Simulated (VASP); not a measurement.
Runs of VASP 6.6.1 on Fe. The structure is that of space group Fm-3m (No. 225), or close to it. The cells are those of the table. This isn't the form of Fe at room conditions, which is bcc.

```csv
task,cell,gap on the mesh (eV),pressure (GPa),moment (μB)
single point,"a = 2.559 Å, angles 61.3°, 1 atom",none,-2.8,2.58
electric field gradients,"a = 2.613, b = 2.613, c = 2.535 Å, angles 61.0, 61.0, 58.0°, 1 atom",none,-3.2,2.58
single point,"a = 2.585 Å, angles 60.0°, 1 atom",none,(a),2.62
single point,"a = 2.613, b = 2.613, c = 2.535 Å, angles 61.0, 61.0, 58.0°, 1 atom",none,-3.2,2.58
electric field gradients,"a = 2.559 Å, angles 61.3°, 1 atom",none,-2.8,2.59
```

Alike in all rows: level PBE; potentials or basis VASP PAW PBE potentials, release 64 (Fe); spin collinear, ferromagnetic start; k mesh 17 × 17 × 17; cutoff (eV) 520; smearing fermi-dirac 0.03 eV.

Q: Fill in the values left out.

A: (a) -2.1.

Caveats: the cell stands under tension (at least some runs).

A gap of «none» marks levels without a gap at the run's occupations.
